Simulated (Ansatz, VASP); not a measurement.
# C in VASP and in Ansatz

```
C
1.0
     1.22966   -3.45109    0.00000
     1.22966    3.45109    0.00000
     0.00000    0.00000    4.26080
C
4
Direct
  0.00000 0.00000 0.16688
  0.50000 0.50000 0.33312
  0.00000 0.00000 0.83312
  0.50000 0.50000 0.66688
```

Alike in both runs: functional PBEsol; k mesh 6 × 6 × 4; occupations gaussian, width 0.1 eV; no spin polarisation.

Ansatz relaxed the structure, and its values are those at the end. VASP's run is a single point on that final structure, the one shown.

|  | VASP | Ansatz |
| --- | --- | --- |
| version | VASP 6.6.1 | Ansatz 0.2.0 |
| potentials or method | VASP PAW PBE potentials, release 64 (C), cutoff 520 eV | scalar-relativistic, plane waves, PAW |
| valence electrons in the cell | 16 | 16 |

Ansatz gave:

- gap on the k mesh at the Fermi level (eV): 0.19
- least direct gap on the mesh (eV): 0.37
- pressure (GPa): 0.1

Q: What did VASP give for the same quantities?

A: gap on the k mesh at the Fermi level (eV): 0.19; least direct gap on the mesh (eV): 0.37; pressure (GPa): 0.7.

VASP's potentials were made for PBE, not for PBEsol.

The k mesh is coarse, so the values compare programs but aren't converged.
